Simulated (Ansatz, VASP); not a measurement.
Ba: VASP beside Ansatz

File INCAR:

```
PREC = Accurate
ENCUT = 520
EDIFF = 1E-6
ISMEAR = -1
SIGMA = 0.1
LREAL = False
LASPH = True
NELM = 60
ALGO = Normal
ISIF = 2
LWAVE = False
LCHARG = True
GGA = CA
LELF = True
LVHAR = True
NBANDS = 28
```

Contents of KPOINTS:

```
regular mesh
0
Gamma
  10 10 3
```

The input POSCAR:

```
Ba
1.0
    4.2976558707      0.0000000000      0.0000000000
   -2.1488279354      3.7218791608      0.0000000000
    0.0000000000      0.0000000000     13.9930175770
Ba
4
Direct
    1.0000000000      1.0000000000      0.0000000000
    1.0000000000      0.0000000000      0.5000000000
    0.3333333333      0.6666666667      0.2500000000
    0.6666666667      0.3333333333      0.7500000000
```

Input for Ansatz:

```yaml
crystal:
  lattice:
    - [4.2976558707, 0.0, 0.0]
    - [-2.1488279354, 3.7218791608, 0.0]
    - [0.0, 0.0, 13.993017577]
  atoms:
    - { symbol: Ba, position: [1.0, 1.0, 0.0] }
    - { symbol: Ba, position: [1.0, 0.0, 0.5] }
    - { symbol: Ba, position: [0.3333333333, 0.6666666667, 0.25] }
    - { symbol: Ba, position: [0.6666666667, 0.3333333333, 0.75] }
hamiltonian:
  xc: lda
  pseudopotentials:
    kind: paw
    azcp:
      Ba: "pseudopotentials/Ba.paw.azcp"
basis:
  ecutwfc: 420
  fft_grid_basis: typed
kpoints:
  mp_grid: { grid: [10, 10, 3], shift: [0, 0, 0] }
magnetization:
  spin_polarized: false
scf:
  occupations: { method: fermi_dirac, width: 0.1 }
  lower_state_search: "off"
output:
  stress: true
```

Alike in both runs: task single point; functional LDA; k mesh 10 × 10 × 3; occupations fermi-dirac, width 0.1 eV; no spin polarisation.

|  | VASP | Ansatz |
| --- | --- | --- |
| version | VASP 6.6.1 | Ansatz 0.2.0 |
| potentials or method | VASP PAW LDA potentials, release 64 (Ba_sv), cutoff 520 eV | plane waves (420 eV) with PAW, scalar-relativistic |
| valence electrons in the cell | 40 | 40 |

```csv
,VASP,Ansatz,Ansatz less VASP
pressure (GPa),-0.3,-0.4,-0.07
```

Ansatz warns that its potentials were made for another functional, while VASP's fit it. LDA's correlation is that of Perdew and Zunger in VASP and of Perdew and Wang (1992) in Ansatz.

Neither program's run includes spin-orbit coupling.
